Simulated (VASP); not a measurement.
Write the native input for VASP 6.6.1 that does the following.

```
Task                   : single point
Functional             : PBEsol
Potentials or basis    : VASP PAW PBE potentials, release 64 (Sr_sv, S, O)
Cutoff                 : 520 eV
k mesh                 : 5 × 5 × 4
Occupations            : gaussian, width 0.01 eV
Spin                   : no spin polarisation
Dipole correction      : no
Further INCAR settings : ALGO = Normal; EDIFF = 1e-06; NBANDS = 24
```

The structure of Sr2SO lies in POSCAR:

```
Sr2SO
1.0
    4.0432370000      0.0000000000      0.0000000000
    0.0000000000      4.0432370000      0.0000000000
    0.0000000000      0.0000000000      5.7180000000
Sr S O
2 1 1
Direct
    0.0000000000      0.0000000000      0.0000000000
    0.5000000000      0.5000000000      0.5000000000
    0.0000000000      0.0000000000      0.5000000000
    0.5000000000      0.5000000000      0.0000000000
```

These files were run (other wordings do the same):

INCAR

```
SYSTEM = Sr2SO
PREC = Accurate ; ENCUT = 520
EDIFF = 1E-6 ; ISMEAR = 0
SIGMA = 0.01 ; LREAL = .FALSE.
LASPH = .TRUE. ; NELM = 100
ALGO = Normal ; ISIF = 2
LWAVE = .FALSE. ; LCHARG = .TRUE.
GGA = PS ; LELF = .TRUE.
LVHAR = .TRUE. ; NBANDS = 24
```

KPOINTS

```
Automatic mesh
0
G
  5 5 4
  0 0 0
```

Potentials or basis: VASP PAW PBE potentials, release 64 (Sr_sv, S, O).

The run is started by

```sh
$ cat potpaw_PBE.64/Sr_sv/POTCAR potpaw_PBE.64/S/POTCAR potpaw_PBE.64/O/POTCAR > POTCAR
$ mpirun -np 1 vasp_std > vasp.out
```

It gave:

- Pressure: -2.4 GPa
- Band gap on the k mesh: 2.12 eV

Caveat: the PAW data sets were made with another functional, which shifts forces and pressure a little.

Wall time 78 s on 1 thread of Intel Xeon 8259CL, on a shared host, peak memory 0.21 GiB.
